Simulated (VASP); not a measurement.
Input of a VASP 6.6.1 run:

Contents of INCAR:

```
SYSTEM = SnO
PREC = Accurate
ENCUT = 520
EDIFF = 1E-6
ISMEAR = -1
SIGMA = 0.02
LREAL = .False.
LASPH = .True.
NELM = 80
ALGO = Normal
ISIF = 2
LWAVE = .False.
LCHARG = .False.
GGA = PE
NBANDS = 28
```

File KPOINTS:

```
regular mesh
0
Gamma
  6 6 6
  0 0 0
```

Contents of POSCAR:

```
SnO
1.0
    3.7926488416      0.0000000000      0.0000000000
    0.0000000000      3.7926488416      0.0000000000
    0.0000000000      0.0000000000      4.7582137882
Sn O
2 2
Direct
    0.5000000000      0.0000000000      0.2410340873
    0.0000000000      0.5000000000      0.7589659127
    0.0000000000      0.0000000000      0.0000000000
    0.5000000000      0.5000000000      0.0000000000
```

Potentials or basis: VASP PAW PBE potentials, release 64 (Sn_d, O).

Run with:

```sh
$ cat potpaw_PBE.64/Sn_d/POTCAR potpaw_PBE.64/O/POTCAR > POTCAR
$ mpirun -np 1 vasp_std > vasp.out
```

(1) Predict the pressure.

(2) Estimate the largest force.

(3) Predict the band gap on the k mesh.

Answers

(1) 5.6 GPa.

(2) 0.583 eV/Å.

(3) zero (band 20 reaches 7.50 eV, above the bottom of band 21 at 7.44 eV).

Caveat: spin-orbit coupling is left out, which moves the levels of the heavy elements.
